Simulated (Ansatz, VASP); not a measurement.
PbS: VASP beside Ansatz

Contents of INCAR:

```
PREC = Accurate
ENCUT = 520
EDIFF = 1E-6
ISMEAR = -1
SIGMA = 0.01
LREAL = False
LASPH = True
NELM = 60
ALGO = Normal
ISIF = 2
LWAVE = False
LCHARG = False
GGA = PE
NBANDS = 28
```

File KPOINTS:

```
Automatic mesh
0
Gamma
  7 7 3
```

Contents of POSCAR:

```
PbS
1.0
    2.9405000000     -2.9000000000      0.0000000000
    2.9405000000      2.9000000000      0.0000000000
   -1.0800500000      0.0000000000     11.3580113000
Pb S
2 2
Direct
    0.7756000000      0.7756000000      0.6363800000
    0.2244000000      0.2244000000      0.3636200000
    0.2684000000      0.2684000000      0.5986000000
    0.7316000000      0.7316000000      0.4014000000
```

Input for Ansatz:

```yaml
crystal:
  lattice:
    - [2.9405, -2.9, 0.0]
    - [2.9405, 2.9, 0.0]
    - [-1.08005, 0.0, 11.3580113]
  atoms:
    - { symbol: Pb, position: [0.7756, 0.7756, 0.63638] }
    - { symbol: Pb, position: [0.2244, 0.2244, 0.36362] }
    - { symbol: S, position: [0.2684, 0.2684, 0.5986] }
    - { symbol: S, position: [0.7316, 0.7316, 0.4014] }
kpoints:
  mp_grid: { grid: [7, 7, 3] }
  band_path:
    path:
      - [0.0, 0.0, 0.0]
      - [-0.4953595958, 0.4953595958, 0.0]
      - [-0.5046404042, -0.4953595958, 0.0]
      - [-0.5, -0.5, 0.0]
      - [0.0, 0.0, 0.0]
      - [-0.5, -0.5, 0.5]
      - [-0.5166128833, -0.4833871167, 0.5]
      - [-0.4833871167, 0.4833871167, 0.5]
      - [0.0, 0.0, 0.5]
    npoints: 5
scf:
  occupations: { method: fermi_dirac, width: 0.01 }
hamiltonian:
  xc: pbe
  pseudopotentials: { kind: all_electron, lapw: { basis_error: 0.0005 } }
output:
  forces: true
  stress: true
  eigenvalues: true
```

Change from the starting cell: zz strain of -3 %.

Alike in both runs: task single point; functional PBE; k mesh 7 × 7 × 3; occupations fermi-dirac, width 0.01 eV; no spin polarisation.

```csv
,VASP,Ansatz
version,VASP 6.6.1,Ansatz 0.2.0
potentials or method,"VASP PAW PBE potentials, release 64 (Pb_d, S), cutoff 520 eV","all-electron LAPW, scalar-relativistic"
```

VASP gave:

| Quantity | Value |
| --- | --- |
| gap on the k mesh at the Fermi level (eV) | 1.42 |
| rms of the force components (eV/Å) | 0.093 |

Which values does Ansatz return?

gap on the k mesh at the Fermi level (eV): 1.42; rms of the force components (eV/Å): 0.092.

Atom by atom the forces differ by 0.002 eV/Å (rms over components). Ansatz ran all-electron here, and VASP with PAW potentials.

Spin-orbit coupling is off throughout.
